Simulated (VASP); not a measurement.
# InPd (Pm-3m) in VASP: a series of runs, part 2 of 2

VASP 6.6.1. The steps go on from the part before.

## Step 3: Single point, r2SCAN

Contents of POSCAR:

```
InPd
1.0
    3.2718847800      0.0000000000      0.0000000000
    0.0000000000      3.2718847800      0.0000000000
    0.0000000000      0.0000000000      3.2718847800
In Pd
1 1
Direct
    0.0000000000      0.0000000000      0.0000000000
    0.5000000000      0.5000000000      0.5000000000
```

Contents of INCAR.step1:

```
PREC     = Accurate       # precision mode
ENCUT    = 520            # plane-wave cutoff, eV
ISMEAR   = -1             # smearing method
SIGMA    = 0.1            # smearing width, eV
LREAL    = F              # projectors in reciprocal space
LASPH    = T              # aspherical terms in the spheres
NELM     = 100            # most SCF steps
NBANDS   = 18             # bands
GGA      = PE             # functional
ALGO     = Normal         # electronic algorithm
EDIFF    = 1E-4           # SCF threshold, eV
LWAVE    = T              # write WAVECAR
LCHARG   = F              # write CHGCAR
```

Contents of INCAR.step2:

```
PREC     = Accurate       # precision mode
ENCUT    = 520            # plane-wave cutoff, eV
EDIFF    = 1E-7           # SCF threshold, eV
ISMEAR   = -1             # smearing method
SIGMA    = 0.1            # smearing width, eV
LREAL    = F              # projectors in reciprocal space
LASPH    = T              # aspherical terms in the spheres
NELM     = 100            # most SCF steps
ALGO     = Normal         # electronic algorithm
ISIF     = 2              # what is computed and relaxed
LWAVE    = F              # write WAVECAR
LCHARG   = F              # write CHGCAR
METAGGA  = R2SCAN         # meta-GGA
LMIXTAU  = T            
NBANDS   = 18             # bands
ISTART   = 1
```

Contents of KPOINTS:

```
regular mesh
0
Gamma
  7 7 7
```

Potentials or basis: VASP PAW PBE potentials, release 64 (In_d, Pd).

On the command line:

```sh
$ cat potpaw_PBE.64/In_d/POTCAR potpaw_PBE.64/Pd/POTCAR > POTCAR
$ cp INCAR.step1 INCAR
$ mpirun -np 1 vasp_std > vasp.out
$ cp INCAR.step2 INCAR
$ mpirun -np 1 vasp_std > vasp.out
```

OUTCAR:

```text
PREC = Accurate
   ENCUT = 520
   EDIFF = 1E-7
   ISMEAR = -1
   LREAL = F
   LASPH = T
   NELM = 100
   ISIF = 2
   METAGGA = R2SCAN
   ISTART = 1

 ion  position               nearest neighbor table
   1  0.000  0.000  0.000-   2 2.83   2 2.83   2 2.83   2 2.83   2 2.83   2 2.83   2 2.83   2 2.83

   2  0.500  0.500  0.500-   1 2.83   1 2.83   1 2.83   1 2.83   1 2.83   1 2.83   1 2.83   1 2.83

  LATTYP: Found a simple cubic cell.
 ALAT       =     3.2718847800

  Lattice vectors:

 A1 = (   3.2718847800,   0.0000000000,   0.0000000000)
 A2 = (   0.0000000000,   3.2718847800,   0.0000000000)
 A3 = (   0.0000000000,   0.0000000000,   3.2718847800)

Analysis of symmetry for initial positions (statically):
=====================================================================
 Subroutine PRICEL returns:
 Original cell was already a primitive cell.

 Routine SETGRP: Setting up the symmetry group for a
 simple cubic supercell.

 Subroutine GETGRP returns: Found 48 space group operations
 (whereof 48 operations were pure point group operations)
 out of a pool of 48 trial point group operations.

The static configuration has the point symmetry O_h .

Analysis of symmetry for dynamics (positions and initial velocities):
=====================================================================
 Subroutine PRICEL returns:
 Original cell was already a primitive cell.

 Routine SETGRP: Setting up the symmetry group for a
 simple cubic supercell.

 Subroutine GETGRP returns: Found 48 space group operations
 (whereof 48 operations were pure point group operations)
 out of a pool of 48 trial point group operations.

The dynamic configuration has the point symmetry O_h .

 Subroutine INISYM returns: Found 48 space group operations
 (whereof 48 operations are pure point group operations),
 and found     1 'primitive' translations

----------------------------------------------------------------------------------------

                                     Primitive cell

  volume of cell :      35.0263

  direct lattice vectors                    reciprocal lattice vectors
     3.271884780  0.000000000  0.000000000     0.305634234  0.000000000  0.000000000
     0.000000000  3.271884780  0.000000000     0.000000000  0.305634234  0.000000000
     0.000000000  0.000000000  3.271884780     0.000000000  0.000000000  0.305634234

  length of vectors
     3.271884780  3.271884780  3.271884780     0.305634234  0.305634234  0.305634234

  position of ions in fractional coordinates (direct lattice)
     0.000000000  0.000000000  0.000000000
     0.500000000  0.500000000  0.500000000

  ion indices of the primitive-cell ions
   primitive index   ion index
                 1           1
                 2           2

----------------------------------------------------------------------------------------

 KPOINTS: regular mesh

Automatic generation of k-mesh.
 Grid dimensions read from file:
 generate k-points for:    7    7    7

 Generating k-lattice:

  Cartesian coordinates                     Fractional coordinates (reciprocal lattice)
     0.043662033  0.000000000  0.000000000     0.142857143  0.000000000  0.000000000
     0.000000000  0.043662033  0.000000000     0.000000000  0.142857143  0.000000000
     0.000000000  0.000000000  0.043662033     0.000000000  0.000000000  0.142857143

  Length of vectors
     0.043662033  0.043662033  0.043662033

  Shift w.r.t. Gamma in fractional coordinates (k-lattice)
     0.000000000  0.000000000  0.000000000

 Subroutine IBZKPT returns following result:
 ===========================================

 Found     20 irreducible k-points:

 Following reciprocal coordinates:
            Coordinates               Weight
  0.000000  0.000000  0.000000      1.000000
  0.142857  0.000000  0.000000      6.000000
  0.285714  0.000000  0.000000      6.000000
  0.428571  0.000000  0.000000      6.000000
  0.142857  0.142857  0.000000     12.000000
  0.285714  0.142857  0.000000     24.000000
[... 12 lines left out ...]
  0.428571  0.428571  0.285714     24.000000
  0.428571  0.428571  0.428571      8.000000
   k-points           NKPTS =     20   k-points in BZ     NKDIM =     20   number of bands    NBANDS=     18
   number of dos      NEDOS =    301   number of ions     NIONS =      2
   total plane-waves  NPLWV =  13824
   dimension x,y,z NGX =    24 NGY =   24 NGZ =   24
   dimension x,y,z NGXF=    48 NGYF=   48 NGZF=   48
   ions per type =               1   1
   NGX,Y,Z   is equivalent  to a cutoff of  12.19, 12.19, 12.19 a.u.
   NGXF,Y,Z  is equivalent  to a cutoff of  24.39, 24.39, 24.39 a.u.
 SYSTEM =  unknown system
   PREC   = accura    normal or accurate (medium, high low for compatibility)
   ISTART =      1    job   : 0-new  1-cont  2-samecut
   ICHARG =      0    charge: 1-file 2-atom 10-const
   ISPIN  =      1    spin polarized calculation?
   LNONCOLLINEAR =      F non collinear calculations
   LSORBIT =      F    spin-orbit coupling
   LASPH  =      T    aspherical Exc in radial PAW
   ENCUT  =  520.0 eV  38.22 Ry    6.18 a.u.   6.08  6.08  6.08*2*pi/ulx,y,z
   NELM   =    100;   NELMIN=  2; NELMDL=  0     # of ELM steps
   EDIFF  = 0.1E-06   stopping-criterion for ELM
   LREAL  =      F    real-space projection
   EDIFFG = 0.1E-05   stopping-criterion for IOM
   NSW    =      0    number of steps for IOM
   IBRION =     -1    ionic relax: 0-MD 1-quasi-New 2-CG
   NFREE  =      0    steps in history (QN), initial steepest desc. (CG)
   ISIF   =      2    stress and relaxation
   ISYM   =      2    0-nonsym 1-usesym 2-fastsym
   POTIM  = 0.5000    time-step for ionic-motion
   TEBEG  =    0.0;   TEEND  =   0.0 temperature during run
   PSTRESS=    0.0 pullay stress
   NELECT =      23.0000    total number of electrons
   NUPDOWN=      -1.0000    fix difference up-down
   EMIN   =  10.00;   EMAX   =-10.00  energy-range for DOS
   EFERMI =   0.00;   METHOD = LEGACY
   ISMEAR =    -1;   SIGMA  =   0.10  broadening in eV -4-tet -1-fermi 0-gaus
   EFERMI_NEDOS =   21; number of points for ismear=-14 and -15
   IALGO  =     38    algorithm
   IMIX   =      4    mixing-type and parameters
     AMIX     =   0.40;   BMIX     =  1.00
     AMIX_MAG =   1.60;   BMIX_MAG =  1.00
  volume/ion in A,a.u.               =      17.51       118.18
  Fermi-wavevector in a.u.,A,eV,Ry     =   1.422938  2.688964 27.548447  2.024754
  Thomas-Fermi vector in A             =   2.543589
   LORBIT       =      0    0 simple, 1 ext, 2 COOP (PROOUT), +10 PAW based schemes
   METAGGA = R2SCAN    functional components
   LHFCALC =     F    Hartree Fock is set to
   AEXX    =    0.0000 exact exchange contribution
   IVDW    =     0    specifies the selected vdW correction
   LEPSILON=     F    determine dielectric tensor
   LRPA    =     F    only Hartree local field effects (RPA)
 non-spin polarized calculation
  energy-cutoff  :      520.00
  volume of cell :       35.03
 maximum number of plane-waves:       956
   NGX = 13   NGY = 13   NGZ = 13

 number of electron      22.9999997 magnetization

 Free energy of the ion-electron system (eV)
  ---------------------------------------------------
  ext. energy  EPLUGINS =         0.00000000
  ---------------------------------------------------
  free energy    TOTEN  =       -46.66656650 eV

  energy without entropy =      -46.64769753  energy(sigma->0) =      -46.65713201

 E-fermi :  10.6265     XC(G=0): -13.2470

 val. band max:       10.4128907204   @ k =   0.2857   0.0000   0.0000
 cond. band min:      10.7164336170   @ k =   0.4286   0.2857   0.2857
 fundamental gap:      0.3035428967
 Fermi energy:        10.6264958926

 k-point     1 :       0.0000    0.0000    0.0000
  band No.  band energies     occupation
      1      -5.1565      2.00000
      2      -5.1565      2.00000
      3      -4.7317      2.00000
      4      -4.7317      2.00000
      5      -4.7317      2.00000
      6      -0.0476      2.00000
[... 10 lines left out ...]
     17      21.2911      0.00000
     18      27.1937      0.00000
[... 379 lines left out ...]
 k-point    20 :       0.4286    0.4286    0.4286
  band No.  band energies     occupation
      1      -5.0151      2.00000
      2      -5.0017      2.00000
      3      -5.0017      2.00000
      4      -4.5415      2.00000
      5      -4.5415      2.00000
      6       5.0427      2.00000
[... 10 lines left out ...]
     17      16.1385      0.00000
     18      18.4987      0.00000

------------------------ aborting loop because EDIFF is reached ----------------------------------------

  FORCE on cell =-STRESS in cart. coord.  units (eV):
  Direction    XX          YY          ZZ          XY          YZ          ZX
  --------------------------------------------------------------------------------------
  -------------------------------------------------------------------------------------
  Total        0.0021556      0.0021556      0.0021556     -0.0000000      0.0000000     -0.0000000
  in kB        0.0986024      0.0986024      0.0986024     -0.0000000      0.0000000     -0.0000000
  external PRESSURE =       0.0986024 kB  Pullay stress =       0.0000000 kB

 VOLUME and BASIS-vectors are now :
 -----------------------------------------------------------------------------
  energy-cutoff  :      520.00
  volume of cell :       35.03
      direct lattice vectors                 reciprocal lattice vectors
     3.271884780  0.000000000  0.000000000     0.305634234  0.000000000  0.000000000
     0.000000000  3.271884780  0.000000000     0.000000000  0.305634234  0.000000000
     0.000000000  0.000000000  3.271884780     0.000000000  0.000000000  0.305634234

 POSITION                                       TOTAL-FORCE (eV/Angst)
 -----------------------------------------------------------------------------------
      0.00000      0.00000      0.00000         0.000000      0.000000      0.000000
      1.63594      1.63594      1.63594         0.000000      0.000000      0.000000
 -----------------------------------------------------------------------------------
    total drift:                                0.000000      0.000000     -0.000000

  FREE ENERGIE OF THE ION-ELECTRON SYSTEM (eV)
  ---------------------------------------------------
  free  energy   TOTEN  =       -46.6665664979 eV

  energy  without entropy=      -46.6476975297  energy(sigma->0) =      -46.65713201
```

Wall time 30 s (1 thread of Intel Xeon Platinum 8259CL at 2.50GHz (Skylake/Cascade Lake), shared host); peak memory 0.15 GiB.

Results:

```
Free energy : -46.6666 eV
Pressure    : 0.0 GPa
```

Levels at points of the mesh, in eV from the Fermi level:
```csv
k point,band 9,band 10,band 11,band 12,band 13,band 14
"(0.00, 0.00, 0.00)",-2.61,-2.61,-2.61,4.29,4.29,4.29
```

Caveat: the PAW data sets were made with another functional, which shifts forces and pressure a little; spin-orbit coupling is left out, which moves the levels of the heavy elements.

## Step 4: Single point, PBE

Contents of INCAR:

```
ALGO = Normal
EDIFF = 1E-7
ENCUT = 520
GGA = PE
ISIF = 2
ISMEAR = 0
LASPH = T
LCHARG = F
LREAL = F
LWAVE = F
NBANDS = 18
NELM = 60
PREC = Accurate
SIGMA = 0.1
```

Contents of KPOINTS:

```
k-points
0
Gamma
  9 9 9
```

POSCAR is that of step 3.

On the command line:

```sh
$ cat potpaw_PBE.64/In_d/POTCAR potpaw_PBE.64/Pd/POTCAR > POTCAR
$ mpirun -np 1 vasp_std > vasp.out
```

It took 12 s on 1 thread of Intel Xeon Platinum 8259CL at 2.50GHz (Skylake/Cascade Lake), shared host; peak memory 0.15 GiB.

It converged, with:

```yaml
Free_energy: -8.7255 eV
Pressure: 3.8 GPa
```

Levels at points of the mesh, in eV from the Fermi level:
| k point | band 7 | band 8 | band 9 | band 10 | band 11 | band 12 | band 13 | band 14 | band 15 | band 16 |
| --- | --- | --- | --- | --- | --- | --- | --- | --- | --- | --- |
| (0.00, 0.00, 0.00) | -3.88 | -3.88 | -2.34 | -2.34 | -2.34 | 4.15 | 4.15 | 4.15 | 9.37 | 10.51 |

Caveat: spin-orbit coupling is left out, which moves the levels of the heavy elements.

## Step 5: Single point, PBE

Contents of INCAR:

```
SYSTEM = InPd
PREC = Accurate
ENCUT = 520
EDIFF = 1E-6
ISMEAR = 0
SIGMA = 0.1
LREAL = .FALSE.
LASPH = .TRUE.
NELM = 100
ALGO = Normal
ISIF = 2
LWAVE = .FALSE.
LCHARG = .FALSE.
GGA = PE
NBANDS = 18
```

Contents of KPOINTS:

```
regular mesh
0
G
  11 11 11
  0 0 0
```

POSCAR is that of step 4.

On the command line:

```sh
$ cat potpaw_PBE.64/In_d/POTCAR potpaw_PBE.64/Pd/POTCAR > POTCAR
$ mpirun -np 1 vasp_std > vasp.out
```

It took 14 s on 1 thread of Intel Xeon Platinum 8259CL at 2.50GHz (Skylake/Cascade Lake), shared host; peak memory 0.16 GiB.

It converged, with:

```
Free energy : -8.7397 eV
Pressure    : 3.6 GPa
```

Levels at points of the mesh, in eV from the Fermi level:
```csv
k point,band 8,band 9,band 10,band 11,band 12,band 13,band 14,band 15
"(0.00, 0.00, 0.00)",-3.80,-2.26,-2.26,-2.26,4.23,4.23,4.23,9.45
```

Caveat: spin-orbit coupling is left out, which moves the levels of the heavy elements.

## Step 6: Summary

| level | k mesh | smearing | gap on the mesh (eV) | pressure (GPa) |
| --- | --- | --- | --- | --- |
| r2SCAN | 7 × 7 × 7 | fermi-dirac 0.1 eV | none | 0.0 |
| PBE | 9 × 9 × 9 | gaussian 0.1 eV | none | 3.8 |
| PBE | 11 × 11 × 11 | gaussian 0.1 eV | none | 3.6 |

Alike in all rows: task single point; potentials or basis VASP PAW PBE potentials, release 64 (In_d, Pd); no spin polarisation; cell as given; cutoff (eV) 520.

Every run on the cell as given and a fine mesh finds a metal. The pressure there spans 0.0 GPa (r2SCAN) to 3.8 GPa (PBE); a positive pressure means that this level wants a larger cell, a negative one a smaller.

Caveats: spin-orbit coupling is left out, which moves the levels of the heavy elements; the PAW data sets were made with another functional, which shifts forces and pressure a little (some runs).

Absolute energies hang on the potentials; compare differences alone.
